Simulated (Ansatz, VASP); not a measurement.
# Si2Ni: VASP beside Ansatz

File INCAR:

```
SYSTEM = Si2Ni
PREC = Accurate
ENCUT = 600
EDIFF = 1E-6
ISMEAR = 0
SIGMA = 0.1
LREAL = .False.
LASPH = .True.
NELM = 120
ALGO = Normal
ISIF = 2
LWAVE = .False.
LCHARG = .False.
GGA = PS
NBANDS = 16
GGA_COMPAT = .False.
```

File KPOINTS:

```
regular mesh
0
Gamma
  6 6 6
  0 0 0
```

File POSCAR:

```
Si2Ni
1.0
    0.0000000000      2.7030000000      2.7030000000
    2.7030000000      0.0000000000      2.7030000000
    2.7030000000      2.7030000000      0.0000000000
Si Ni
2 1
Direct
    0.2500000000      0.2500000000      0.2500000000
    0.7500000000      0.7500000000      0.7500000000
    0.0000000000      0.0000000000      0.0000000000
```

Input for Ansatz:

```yaml
crystal:
  lattice:
    - [0.0, 2.703, 2.703]
    - [2.703, 0.0, 2.703]
    - [2.703, 2.703, 0.0]
  atoms:
    - { symbol: Si, position: [0.25, 0.25, 0.25] }
    - { symbol: Si, position: [0.75, 0.75, 0.75] }
    - { symbol: Ni, position: [0.0, 0.0, 0.0] }
basis:
  ecutwfc: 420
kpoints:
  mp_grid: { grid: [6, 6, 6] }
hamiltonian:
  xc: pbesol
  pseudopotentials: { kind: paw }
scf:
  occupations: { method: gaussian, width: 0.1 }
output:
  forces: true
  stress: true
  eigenvalues: true
```

Alike in both runs: task single point; functional PBEsol; k mesh 6 × 6 × 6; occupations gaussian, width 0.1 eV; no spin polarisation.

|  | VASP | Ansatz |
| --- | --- | --- |
| version | VASP 6.6.1 | Ansatz 0.2.0 |
| potentials or method | VASP PAW PBE potentials, release 64 (Si, Ni), cutoff 600 eV | scalar-relativistic, plane waves, PAW |
| valence electrons in the cell | 18 | 26 |

|  | VASP | Ansatz | Ansatz less VASP |
| --- | --- | --- | --- |
| gap on the k mesh at the Fermi level (eV) | none | none | - |
| pressure (GPa) | -0.6 | -0.9 | -0.26 |

VASP's potentials were made for PBE, not for PBEsol. A gap of «none» marks a metal or a gap that the smearing closes. VASP's potentials hold 18 valence electrons a cell and Ansatz's 26, so a difference there can come from the potentials and not from the codes.
